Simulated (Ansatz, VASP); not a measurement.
**ZnAu in VASP and in Ansatz**

```xyz
2
Lattice="3.2211 0.0000 0.0000 0.0000 3.2211 0.0000 0.0000 0.0000 3.2211" Properties=species:S:1:pos:R:3 pbc="T T T"
Zn    1.6106    1.6106    1.6106
Au    0.0000    0.0000    0.0000
```

Alike in both runs: task single point; functional PBE; k mesh 10 × 10 × 10; occupations gaussian, width 0.05 eV; non-collinear spin, spin-orbit coupling.

|  | VASP | Ansatz |
| --- | --- | --- |
| version | VASP 6.6.1 | Ansatz 0.2.0 |
| potentials or method | VASP PAW PBE potentials, release 64 (Zn, Au), cutoff 520 eV | plane waves, PAW |
| valence electrons in the cell | 23 | 31 |

|  | VASP | Ansatz | Ansatz less VASP |
| --- | --- | --- | --- |
| pressure (GPa) | -3.9 | -4.3 | -0.37 |
| net moment per atom (μB) | 0.00 | 0.00 | 0.000 |

The functional is the same, so the differences come from potentials, cutoffs and numerics. VASP's potentials hold 23 valence electrons a cell and Ansatz's 31, so a difference there can come from the potentials and not from the codes.
